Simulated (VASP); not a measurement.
# Ta (Im-3m) in VASP: a series of runs, part 2 of 2

VASP 6.6.1. The steps go on from the part before.

## Step 5: Relaxation of cell and atoms, PBE

This run uses another cell than the first one, of 18.28 Å³/atom, 0.997 times its volume.

INCAR reads:

```
SYSTEM = Ta
PREC = Accurate
ENCUT = 600
EDIFF = 1E-6
ISMEAR = -1
SIGMA = 0.15
LREAL = .False.
LASPH = .True.
NELM = 100
ALGO = Fast
ISIF = 3
LWAVE = .False.
LCHARG = .False.
GGA = PE
IBRION = 2
NSW = 80
EDIFFG = -0.001
```

KPOINTS reads:

```
regular mesh
0
Gamma
  20 20 20
  0 0 0
```

POSCAR reads:

```
Ta
1.0
   -1.6593948200      1.6593948200      1.6593948200
    1.6593948200     -1.6593948200      1.6593948200
    1.6593948200      1.6593948200     -1.6593948200
Ta
1
Direct
    0.0000000000      0.0000000000      0.0000000000
```

Potentials or basis: VASP PAW PBE potentials, release 64 (Ta_pv).

The run is started by

```sh
$ cat potpaw_PBE.64/Ta_pv/POTCAR > POTCAR
$ mpirun -np 1 vasp_std > vasp.out
```

OUTCAR:

```text
SYSTEM = Ta
   PREC = Accurate
   ENCUT = 600
   EDIFF = 1E-6
   ISMEAR = -1
   LREAL = .False.
   LASPH = .True.
   NELM = 100
   ISIF = 3
   GGA = PE
   IBRION = 2
   NSW = 80
   EDIFFG = -0.001

 ion  position               nearest neighbor table
   1  0.000  0.000  0.000-

  LATTYP: Found a body centered cubic cell.
 ALAT       =     3.3187896400

  Lattice vectors:

 A1 = (  -1.6593948200,   1.6593948200,   1.6593948200)
 A2 = (   1.6593948200,  -1.6593948200,   1.6593948200)
 A3 = (   1.6593948200,   1.6593948200,  -1.6593948200)

Analysis of symmetry for initial positions (statically):
=====================================================================
 Subroutine PRICEL returns:
 Original cell was already a primitive cell.
[... 246 lines left out ...]

  energy without entropy =      -11.76588552  energy(sigma->0) =      -11.81403634

 E-fermi :   5.3727     XC(G=0): -12.5256

 val. band max:        5.3656254599   @ k =  -0.3500   0.4000   0.1500
 cond. band min:       5.3787584821   @ k =  -0.4500   0.5000   0.1000
 fundamental gap:      0.0131330223
 Fermi energy:         5.3727345524

 k-point     1 :       0.0000    0.0000    0.0000
  band No.  band energies     occupation
      1     -27.7988      2.00000
      2     -27.7988      2.00000
      3     -27.7988      2.00000
      4      -2.5057      2.00000
      5       6.0766      0.01816
      6       6.0766      0.01816
      7       6.0766      0.01816
      8       9.2859      0.00000
      9       9.2859      0.00000
[... 265 lines left out ...]
 k-point    24 :       0.2500    0.1000    0.0000
  band No.  band energies     occupation
      1     -28.5538      2.00000
      2     -28.0480      2.00000
      3     -27.8416      2.00000
      4       0.6591      2.00000
      5       4.4894      1.99447
      6       4.9266      1.90276
      7       8.5911      0.00000
      8       9.8855      0.00000
      9      10.0776      0.00000

 [... further k-points ...]
[... 5 lines left out ...]
  --------------------------------------------------------------------------------------
  -------------------------------------------------------------------------------------
  Total       -0.0005657     -0.0005657     -0.0005657     -0.0000000     -0.0000000      0.0000000
  in kB       -0.0494159     -0.0494159     -0.0494159     -0.0000000     -0.0000000      0.0000000
  external PRESSURE =      -0.0494159 kB  Pullay stress =       0.0000000 kB
[... 16 lines left out ...]
  FREE ENERGIE OF THE ION-ELECTRON SYSTEM (eV)
  ---------------------------------------------------
  free  energy   TOTEN  =       -11.8621871659 eV

  energy  without entropy=      -11.7658855155  energy(sigma->0) =      -11.81403634

 reached required accuracy - stopping structural energy minimisation
```

It took 98 s on 1 thread of Intel Xeon 8259CL, shared host; peak memory 0.19 GiB.

What came out:

| Property | Result |
| --- | --- |
| Free energy | -11.8622 eV |
| Relaxed volume | 18.34 Å³/atom |
| Relaxed cell | a = 2.877 Å, b = 2.877 Å, c = 2.877 Å, α = 109.47°, β = 109.47°, γ = 109.47° |
| Space group after relaxing (to 0.05 Å) | Im-3m (No. 229) |
| Energy gained by relaxing | 0.1 meV/atom |
| Ionic steps | 3 |
| Pressure after relaxing | 0.0 GPa |

The path:
| step | energy change (eV) | largest force (eV/Å) | pressure (GPa) | volume (Å³) |
| --- | --- | --- | --- | --- |
| 1 | 0.0000 | 0.0000 | 0.64 | 18.28 |
| 2 | 0.0004 | 0.0000 | -1.44 | 18.47 |
| 3 | -0.0001 | 0.0000 | 0.00 | 18.34 |

Final structure:
```
CELL_PARAMETERS angstrom
-1.66129 1.66129 1.66129
1.66129 -1.66129 1.66129
1.66129 1.66129 -1.66129
ATOMIC_POSITIONS crystal
Ta 0.00000 0.00000 0.00000
```

Caveat: spin-orbit coupling is left out, which moves the levels of the heavy elements. PBE usually gives volumes a little too large and moduli too small.

## Step 6: Single point, PBE

This run uses another cell than the first one, of 18.28 Å³/atom, 0.997 times its volume.

INCAR reads:

```
  PREC = Accurate
  ENCUT = 520
  EDIFF = 1E-7
  ISMEAR = 0
  SIGMA = 0.1
  LREAL = F
  LASPH = T
  NELM = 100
  ALGO = Fast
  ISIF = 2
  LWAVE = F
  LCHARG = T
  GGA = PE
  LELF = T
  LVHAR = T
  NBANDS = 12
```

KPOINTS reads:

```
Automatic mesh
0
Gamma
  18 18 18
```

POSCAR is that of step 5.

Potentials or basis: VASP PAW PBE potentials, release 64 (Ta_pv).

The run is started by

```sh
$ cat potpaw_PBE.64/Ta_pv/POTCAR > POTCAR
$ mpirun -np 1 vasp_std > vasp.out
```

Run time: 33 s. Hardware: 1 thread of Intel Xeon Platinum 8259CL at 2.50GHz (Skylake/Cascade Lake), shared host; peak memory 0.17 GiB.

The run converged. Its results:

```yaml
Free_energy: -11.8163 eV
Pressure: 0.1 GPa
```

Levels at points of the mesh, in eV from the Fermi level:
```
           k point  band 2  band 3  band 4  band 5  band 6  band 7  band 8  band 9
(0.00, 0.00, 0.00)  -33.14  -33.14   -7.87    0.72    0.72    0.72    3.95    3.95
(0.50, 0.00, 0.00)  -33.50  -33.15   -4.32   -1.51    1.51    3.82    4.83    7.65
(0.50, 0.50, 0.50)  -33.92  -33.92   -3.73   -3.73    6.71    6.71    6.71    8.51
```

Caveat: spin-orbit coupling is left out, which moves the levels of the heavy elements.

## Step 7: The runs side by side

```tsv
task	cell	k mesh	cutoff (eV)	smearing	gap on the mesh (eV)	pressure (GPa)
single point	a = 2.877 Å, angles 109.5°, 1 atom	20 × 20 × 20	520	fermi-dirac 0.15 eV	none	0.1
single point	a = 2.896 Å, angles 109.5°, 1 atom	20 × 20 × 20	520	fermi-dirac 0.15 eV	none	-3.6
relaxation of cell and atoms	relaxed to 18 GPa from a = 2.844 Å, angles 109.5°, 1 atom	20 × 20 × 20	600	fermi-dirac 0.15 eV	none	18.0
relaxation of cell and atoms	relaxed from a = 2.874 Å, angles 109.5°, 1 atom	20 × 20 × 20	600	fermi-dirac 0.15 eV	none	0.0
single point	a = 2.874 Å, angles 109.5°, 1 atom	18 × 18 × 18	520	gaussian 0.1 eV	none	0.1
```

Alike in all rows: level PBE; potentials or basis VASP PAW PBE potentials, release 64 (Ta_pv); no spin polarisation.

Caveats: spin-orbit coupling is left out, which moves the levels of the heavy elements; the cell is relaxed towards a set pressure, so the enthalpy falls and the energy may rise (some runs).

Absolute energies hang on the potentials; compare differences alone.
